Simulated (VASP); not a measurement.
# CdTe3 (I4/mmm) in VASP: relaxation of cell and atoms with PBE

Aim: the relaxation of cell and atoms of CdTe3 with PBE.

All numbers are computed with VASP 6.6.1; they aren't measurements. Logs are shortened: lines on timing, memory, paths and dates and some standing lists are left out, and cuts for length are marked.

**1. The cell of the first run**

It takes space group I4/mmm (No. 139, tetragonal). Conventional cell: a = 6.532 Å, b = 6.532 Å, c = 5.851 Å, α = 90.00°, β = 90.00°, γ = 90.00°. Within 3.9 Å of Cd (site symmetry 4/mmm) lie 6 Te at 2.93 to 3.27 Å. Te (site symmetry mmm) has 4 Te at 2.93 to 3.27 Å and 2 Cd at 3.27 Å within 3.9 Å. Within 3.9 Å of Te (site symmetry 4/mmm) lie 2 Cd at 2.93 Å and 4 Te at 3.27 Å.

The cell was generated, and may not be a known phase.

**2. Relaxation of cell and atoms, PBE**

INCAR

```
PREC = Accurate
ENCUT = 600
EDIFF = 1E-6
ISMEAR = 0
SIGMA = 0.2
LREAL = F
LASPH = T
NELM = 80
ALGO = Normal
ISIF = 3
LWAVE = F
LCHARG = F
GGA = PE
IBRION = 2
NSW = 36
EDIFFG = -0.08
```

KPOINTS

```
regular mesh
0
Gamma
  5 5 5
```

POSCAR

```
CdTe3
1.0
   -3.2659205800      3.2659205800      2.9253355200
    3.2659205800     -3.2659205800      2.9253355200
    3.2659205800      3.2659205800     -2.9253355200
Cd Te
1 3
Direct
    0.0000000000      0.0000000000      0.0000000000
    0.5000000000      0.0000000000      0.5000000000
    0.0000000000      0.5000000000      0.5000000000
    0.5000000000      0.5000000000      0.0000000000
```

Potentials or basis: VASP PAW PBE potentials, release 64 (Cd, Te).

Started as:

```sh
$ cat potpaw_PBE.64/Cd/POTCAR potpaw_PBE.64/Te/POTCAR > POTCAR
$ mpirun -np 1 vasp_std > vasp.out
```

OUTCAR:

```text
PREC = Accurate
   ENCUT = 600
   EDIFF = 1E-6
   ISMEAR = 0
   LREAL = F
   LASPH = T
   NELM = 80
   ISIF = 3
   GGA = PE
   IBRION = 2
   NSW = 36
   EDIFFG = -0.08

 ion  position               nearest neighbor table
   1  0.000  0.000  0.000-   4 2.93   4 2.93   2 3.27   3 3.27   2 3.27   3 3.27
   2  0.500  0.000  0.500-   3 2.93   3 2.93   4 3.27   4 3.27   1 3.27   1 3.27
   3  0.000  0.500  0.500-   2 2.93   2 2.93   4 3.27   1 3.27   4 3.27   1 3.27
   4  0.500  0.500  0.000-   1 2.93   1 2.93   3 3.27   2 3.27   3 3.27   2 3.27

  LATTYP: Found a body centered tetragonal cell.
 ALAT       =     6.5318411600
 C/A-ratio  =     0.8957154494

  Lattice vectors:

 A1 = (  -3.2659205800,   3.2659205800,   2.9253355200)
 A2 = (   3.2659205800,  -3.2659205800,   2.9253355200)
 A3 = (   3.2659205800,   3.2659205800,  -2.9253355200)

Analysis of symmetry for initial positions (statically):
=====================================================================
 Subroutine PRICEL returns:
 Original cell was already a primitive cell.

 Routine SETGRP: Setting up the symmetry group for a
 body centered tetragonal supercell.

 Subroutine GETGRP returns: Found 16 space group operations
 (whereof 16 operations were pure point group operations)
 out of a pool of 16 trial point group operations.

The static configuration has the point symmetry D_4h.

Analysis of symmetry for dynamics (positions and initial velocities):
=====================================================================
 Subroutine PRICEL returns:
 Original cell was already a primitive cell.

 Routine SETGRP: Setting up the symmetry group for a
 body centered tetragonal supercell.

 Subroutine GETGRP returns: Found 16 space group operations
 (whereof 16 operations were pure point group operations)
 out of a pool of 16 trial point group operations.

The dynamic configuration has the point symmetry D_4h.

 Subroutine INISYM returns: Found 16 space group operations
 (whereof 16 operations are pure point group operations),
 and found     1 'primitive' translations

----------------------------------------------------------------------------------------

                                     Primitive cell

  volume of cell :     124.8093

  direct lattice vectors                    reciprocal lattice vectors
    -3.265920580  3.265920580  2.925335520     0.000000000  0.153096191  0.170920565
     3.265920580 -3.265920580  2.925335520     0.153096191  0.000000000  0.170920565
     3.265920580  3.265920580 -2.925335520     0.153096191  0.153096191  0.000000000

  length of vectors
     5.467180478  5.467180478  5.467180478     0.229460853  0.229460853  0.216510709

  position of ions in fractional coordinates (direct lattice)
     0.000000000  0.000000000  0.000000000
     0.500000000  0.000000000  0.500000000
     0.000000000  0.500000000  0.500000000
     0.500000000  0.500000000  0.000000000

  ion indices of the primitive-cell ions
   primitive index   ion index
                 1           1
                 2           2
                 3           3
                 4           4

----------------------------------------------------------------------------------------

 KPOINTS: regular mesh

Automatic generation of k-mesh.
 Grid dimensions read from file:
 generate k-points for:    5    5    5

 Generating k-lattice:

  Cartesian coordinates                     Fractional coordinates (reciprocal lattice)
     0.000000000  0.030619238  0.034184113     0.200000000  0.000000000 -0.000000000
     0.030619238  0.000000000  0.034184113     0.000000000  0.200000000 -0.000000000
     0.030619238  0.030619238  0.000000000     0.000000000  0.000000000  0.200000000

  Length of vectors
     0.045892171  0.045892171  0.043302142

  Shift w.r.t. Gamma in fractional coordinates (k-lattice)
     0.000000000  0.000000000  0.000000000

 Subroutine IBZKPT returns following result:
 ===========================================

 Found     18 irreducible k-points:

 Following reciprocal coordinates:
            Coordinates               Weight
  0.000000  0.000000  0.000000      1.000000
  0.200000  0.000000 -0.000000      8.000000
  0.400000  0.000000 -0.000000      8.000000
  0.200000  0.200000 -0.000000      8.000000
  0.400000  0.200000 -0.000000     16.000000
 -0.400000  0.200000  0.000000     16.000000
[... 10 lines left out ...]
 -0.400000  0.400000  0.400000      4.000000
 -0.400000 -0.400000  0.400000      2.000000
   k-points           NKPTS =     18   k-points in BZ     NKDIM =     18   number of bands    NBANDS=     19
   number of dos      NEDOS =    301   number of ions     NIONS =      4
   total plane-waves  NPLWV = 110592
   dimension x,y,z NGX =    48 NGY =   48 NGZ =   48
   dimension x,y,z NGXF=    96 NGYF=   96 NGZF=   96
   ions per type =               1   3
   NGX,Y,Z   is equivalent  to a cutoff of  14.60, 14.60, 14.60 a.u.
   NGXF,Y,Z  is equivalent  to a cutoff of  29.19, 29.19, 29.19 a.u.
 SYSTEM =  unknown system
   PREC   = accura    normal or accurate (medium, high low for compatibility)
   ISTART =      0    job   : 0-new  1-cont  2-samecut
   ICHARG =      2    charge: 1-file 2-atom 10-const
   ISPIN  =      1    spin polarized calculation?
   LNONCOLLINEAR =      F non collinear calculations
   LSORBIT =      F    spin-orbit coupling
   LASPH  =      T    aspherical Exc in radial PAW
   ENCUT  =  600.0 eV  44.10 Ry    6.64 a.u.  10.92 10.92 10.92*2*pi/ulx,y,z
   NELM   =     80;   NELMIN=  2; NELMDL= -5     # of ELM steps
   EDIFF  = 0.1E-05   stopping-criterion for ELM
   LREAL  =      F    real-space projection
   EDIFFG = -.8E-01   stopping-criterion for IOM
   NSW    =     36    number of steps for IOM
   IBRION =      2    ionic relax: 0-MD 1-quasi-New 2-CG
   NFREE  =      1    steps in history (QN), initial steepest desc. (CG)
   ISIF   =      3    stress and relaxation
   ISYM   =      2    0-nonsym 1-usesym 2-fastsym
   POTIM  = 0.5000    time-step for ionic-motion
   TEBEG  =    0.0;   TEEND  =   0.0 temperature during run
   PSTRESS=    0.0 pullay stress
   NELECT =      30.0000    total number of electrons
   NUPDOWN=      -1.0000    fix difference up-down
   EMIN   =  10.00;   EMAX   =-10.00  energy-range for DOS
   EFERMI =   0.00;   METHOD = LEGACY
   ISMEAR =     0;   SIGMA  =   0.20  broadening in eV -4-tet -1-fermi 0-gaus
   EFERMI_NEDOS =   21; number of points for ismear=-14 and -15
   IALGO  =     38    algorithm
   IMIX   =      4    mixing-type and parameters
     AMIX     =   0.40;   BMIX     =  1.00
     AMIX_MAG =   1.60;   BMIX_MAG =  1.00
  volume/ion in A,a.u.               =      31.20       210.56
  Fermi-wavevector in a.u.,A,eV,Ry     =   1.017887  1.923528 14.096917  1.036094
  Thomas-Fermi vector in A             =   2.151313
   LORBIT       =      0    0 simple, 1 ext, 2 COOP (PROOUT), +10 PAW based schemes
   GGA     = PE    functional components
   LHFCALC =     F    Hartree Fock is set to
   AEXX    =    0.0000 exact exchange contribution
   IVDW    =     0    specifies the selected vdW correction
   LEPSILON=     F    determine dielectric tensor
   LRPA    =     F    only Hartree local field effects (RPA)
 conjugate gradient relaxation of ions
 non-spin polarized calculation
 Gauss-broadening in eV      SIGMA  =   0.20
  energy-cutoff  :      600.00
  volume of cell :      124.81
 maximum number of plane-waves:      4185
 NGX is ok and might be reduce to    48
   NGX = 21   NGY = 21   NGZ = 21

--------------------------------------- Ionic step        1  -------------------------------------------

 number of electron      30.0000001 magnetization

 Free energy of the ion-electron system (eV)
  ---------------------------------------------------
  ext. energy  EPLUGINS =         0.00000000
  ---------------------------------------------------
  free energy    TOTEN  =       -10.48412802 eV

  energy without entropy =      -10.44694393  energy(sigma->0) =      -10.46553597

------------------------ aborting loop because EDIFF is reached ----------------------------------------

  FORCE on cell =-STRESS in cart. coord.  units (eV):
  Direction    XX          YY          ZZ          XY          YZ          ZX
  --------------------------------------------------------------------------------------
  -------------------------------------------------------------------------------------
  Total       -1.6005796     -1.6005796      4.1461449      0.0000000     -0.0000000      0.0000000
  in kB      -20.5466462    -20.5466462     53.2240775      0.0000000     -0.0000000      0.0000000
  external PRESSURE =       4.0435950 kB  Pullay stress =       0.0000000 kB

 VOLUME and BASIS-vectors are now :
 -----------------------------------------------------------------------------
  energy-cutoff  :      600.00
  volume of cell :      124.81
      direct lattice vectors                 reciprocal lattice vectors
    -3.265920580  3.265920580  2.925335520     0.000000000  0.153096191  0.170920565
     3.265920580 -3.265920580  2.925335520     0.153096191  0.000000000  0.170920565
     3.265920580  3.265920580 -2.925335520     0.153096191  0.153096191  0.000000000
[... 153 lines left out ...]
 POSITION                                       TOTAL-FORCE (eV/Angst)
 -----------------------------------------------------------------------------------
      0.00000     -0.00000      0.00000        -0.000000     -0.000000      0.000000
      0.00000      3.17069      0.00000        -0.000000     -0.000000     -0.000000
      3.17069      0.00000      0.00000         0.000000     -0.000000      0.000000
      0.00000      0.00000      3.14630        -0.000000      0.000000     -0.000000
 -----------------------------------------------------------------------------------
    total drift:                               -0.000000      0.000000      0.000000

  FREE ENERGIE OF THE ION-ELECTRON SYSTEM (eV)
  ---------------------------------------------------
  free  energy   TOTEN  =       -10.6306379224 eV

  energy  without entropy=      -10.5443579773  energy(sigma->0) =      -10.58749795

--------------------------------------- Ionic step        6  -------------------------------------------

 number of electron      30.0000006 magnetization

 E-fermi :   5.2572     XC(G=0):  -9.4849

 val. band max:        5.2533268663   @ k =   0.2000   0.0000  -0.0000
 cond. band min:       5.2575421271   @ k =   0.4000   0.2000  -0.0000
 fundamental gap:      0.0042152608
 Fermi energy:         5.2571877226

 k-point     1 :       0.0000    0.0000    0.0000
  band No.  band energies     occupation
      1      -7.6768      2.00000
      2      -4.6359      2.00000
      3      -4.6008      2.00000
      4      -3.1396      2.00000
      5      -3.1379      2.00000
      6      -3.1379      2.00000
[... 11 lines left out ...]
     18       8.3390      0.00000
     19       8.3479      0.00000
[... 394 lines left out ...]
 POSITION                                       TOTAL-FORCE (eV/Angst)
 -----------------------------------------------------------------------------------
      3.12006      3.12006     -3.13428        -0.000000     -0.000000      0.000000
      3.12006      0.00000      3.13428         0.000000     -0.000000     -0.000000
      0.00000      3.12006      3.13428        -0.000000      0.000000      0.000000
      0.00000      0.00000      3.13428        -0.000000     -0.000000      0.000000
 -----------------------------------------------------------------------------------
    total drift:                                0.000000      0.000000     -0.000000

  FREE ENERGIE OF THE ION-ELECTRON SYSTEM (eV)
  ---------------------------------------------------
  free  energy   TOTEN  =       -10.6427892659 eV

  energy  without entropy=      -10.5606625688  energy(sigma->0) =      -10.60172592

--------------------------------------- Ionic step        7  -------------------------------------------

 number of electron      30.0000005 magnetization

 Free energy of the ion-electron system (eV)
  ---------------------------------------------------
  ext. energy  EPLUGINS =         0.00000000
  ---------------------------------------------------
  free energy    TOTEN  =       -10.64430647 eV

  energy without entropy =      -10.56093800  energy(sigma->0) =      -10.60262224

 E-fermi :   5.1540     XC(G=0):  -9.4453

 val. band max:        5.1530298625   @ k =   0.2000   0.0000  -0.0000
 cond. band min:       5.1548978352   @ k =   0.4000   0.2000  -0.0000
 fundamental gap:      0.0018679727
 Fermi energy:         5.1540092080

 k-point     1 :       0.0000    0.0000    0.0000
  band No.  band energies     occupation
      1      -7.7166      2.00000
      2      -4.7100      2.00000
      3      -4.6983      2.00000
      4      -3.2251      2.00000
      5      -3.2243      2.00000
      6      -3.2243      2.00000
[... 11 lines left out ...]
     18       8.2717      0.00000
     19       8.2746      0.00000
[... 394 lines left out ...]
 POSITION                                       TOTAL-FORCE (eV/Angst)
 -----------------------------------------------------------------------------------
      0.00000     -0.00000      0.00000        -0.000000     -0.000000     -0.000000
      0.00000      3.13243      0.00000         0.000000     -0.000000      0.000000
      3.13243      0.00000      0.00000        -0.000000      0.000000     -0.000000
      0.00000      0.00000      3.13721        -0.000000     -0.000000      0.000000
 -----------------------------------------------------------------------------------
    total drift:                               -0.000000      0.000000      0.000000

  FREE ENERGIE OF THE ION-ELECTRON SYSTEM (eV)
  ---------------------------------------------------
  free  energy   TOTEN  =       -10.6443064706 eV

  energy  without entropy=      -10.5609380001  energy(sigma->0) =      -10.60262224

 reached required accuracy - stopping structural energy minimisation
```

Run time: 2.3 min. Hardware: 1 thread of Intel Xeon 6975P-C (Granite Rapids), shared host; peak memory 0.35 GiB.

What came out:

```yaml
Free_energy: -10.6443 eV
Relaxed_volume: 30.78 Å³/atom
Relaxed_cell: a = 5.428 Å, b = 5.428 Å, c = 5.428 Å, α = 109.51°, β = 109.51°, γ = 109.39°
Space_group_after_relaxing_to_0.1_Å: Im-3m (No. 229)
Energy_gained_by_relaxing: 40.0 meV/atom
Ionic_steps: 7
Pressure_after_relaxing: 0.0 GPa
Band_gap_on_the_k_mesh: zero (bands 15 and 16 overlap by 1.02 eV)
```

Step by step:
| step | energy change (eV) | largest force (eV/Å) | pressure (GPa) | volume (Å³) |
| --- | --- | --- | --- | --- |
| 1 | 0.0000 | 0.0000 | 0.40 | 124.81 |
| 2 | -0.1335 | 0.0000 | -0.93 | 126.04 |
| 3 | -0.1414 | 0.0000 | -1.05 | 126.25 |
| 4 | -0.1464 | 0.0000 | -1.21 | 126.62 |
| 5 | -0.1465 | 0.0000 | -1.18 | 126.52 |
| 6 | -0.1587 | 0.0000 | 0.41 | 122.05 |
| 7 | -0.1602 | 0.0000 | -0.01 | 123.13 |

Final structure:
```
Cd Te
1.0
    -3.13243    3.13243    3.13721
     3.13243   -3.13243    3.13721
     3.13243    3.13243   -3.13721
Cd Te
1 3
Cartesian
  0.0000 0.0000 0.0000
  0.0000 3.1324 0.0000
  3.1324 0.0000 0.0000
  0.0000 0.0000 3.1372
```

Caveat: spin-orbit coupling is left out, which moves the levels of the heavy elements.
